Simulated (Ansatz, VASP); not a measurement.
## Two plane-wave programs on LiCl

```
Li Cl
1.0
     3.60033    0.00000    0.00000
    -1.80017    3.11798    0.00000
     0.00000    0.00000    6.01642
Li Cl
2 2
Direct
  0.00000 0.00000 0.00000
  0.00000 0.00000 0.50000
  0.33333 0.66667 0.25000
  0.66667 0.33333 0.75000
```

Change from the starting cell: epitaxial_xy strain +0.7%.

Alike in both runs: task single point; functional r2SCAN; k mesh 12 × 12 × 4; no spin polarisation.

|  | VASP | Ansatz |
| --- | --- | --- |
| version | VASP 6.6.1 | Ansatz 0.2.0 |
| potentials or method | VASP PAW PBE potentials, release 64 (Li_sv, Cl) | plane waves, PAW |
| plane-wave cutoff (eV) | 520 | 500 |
| occupations | gaussian, width 0.01 eV | fixed |
| valence electrons in the cell | 20 | 20 |

|  | VASP | Ansatz | Ansatz less VASP |
| --- | --- | --- | --- |
| gap on the k mesh at the Fermi level (eV) | 7.27 | 7.19 | -0.073 |

VASP's potentials were made for PBE, not for r2SCAN.

Noted on VASP's run: the cutoff is short for stress, so the pressure is rough.
